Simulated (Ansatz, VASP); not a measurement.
# Cu in VASP and in Ansatz

INCAR

```
ALGO = Normal
EDIFF = 1E-6
ENCUT = 520
GGA = PE
ISIF = 2
ISMEAR = -1
LASPH = T
LCHARG = F
LREAL = F
LWAVE = F
NBANDS = 24
NELM = 80
PREC = Accurate
SIGMA = 0.1
```

Contents of KPOINTS:

```
k-points
0
Gamma
  12 12 17
```

Contents of POSCAR:

```
Cu
1.0
    4.1804790186      0.0000000000      0.0000000000
   -2.0902395093      3.6204010301      0.0000000000
    0.0000000000      0.0000000000      2.5110384015
Cu
3
Direct
    0.0000000000      0.0000000000      0.0000000000
    0.3333333333      0.6666666667      0.5000000000
    0.6666666667      0.3333333333      0.5000000000
```

Input for Ansatz:

```yaml
crystal:
  lattice:
    - [4.1804790186, 0.0, 0.0]
    - [-2.0902395093, 3.6204010301, 0.0]
    - [0.0, 0.0, 2.5110384015]
  atoms:
    - { symbol: Cu, position: [0.0, 0.0, 0.0] }
    - { symbol: Cu, position: [0.3333333333, 0.6666666667, 0.5] }
    - { symbol: Cu, position: [0.6666666667, 0.3333333333, 0.5] }
hamiltonian:
  xc: pbe
  pseudopotentials:
    kind: paw
    azcp:
      Cu: "pseudopotentials/Cu.paw.azcp"
basis:
  ecutwfc: 420
  fft_grid_basis: typed
kpoints:
  mp_grid: { grid: [12, 12, 17], shift: [0, 0, 0] }
magnetization:
  spin_polarized: false
scf:
  occupations: { method: fermi_dirac, width: 0.1 }
output:
  stress: true
```

Alike in both runs: task single point; functional PBE; k mesh 12 × 12 × 17; occupations fermi-dirac, width 0.1 eV; no spin polarisation.

```csv
,VASP,Ansatz
version,VASP 6.6.1,Ansatz 0.2.0
potentials or method,"VASP PAW PBE potentials, release 64 (Cu), cutoff 520 eV","plane waves (420 eV) with PAW, scalar-relativistic"
valence electrons in the cell,33,57
```

|  | VASP | Ansatz | Ansatz less VASP |
| --- | --- | --- | --- |
| pressure (GPa) | -4.0 | -4.8 | -0.75 |

With one functional, cell and mesh, what is left measures potentials, basis and numerics. VASP's potentials hold 33 valence electrons a cell and Ansatz's 57, so a difference there can come from the potentials and not from the codes.
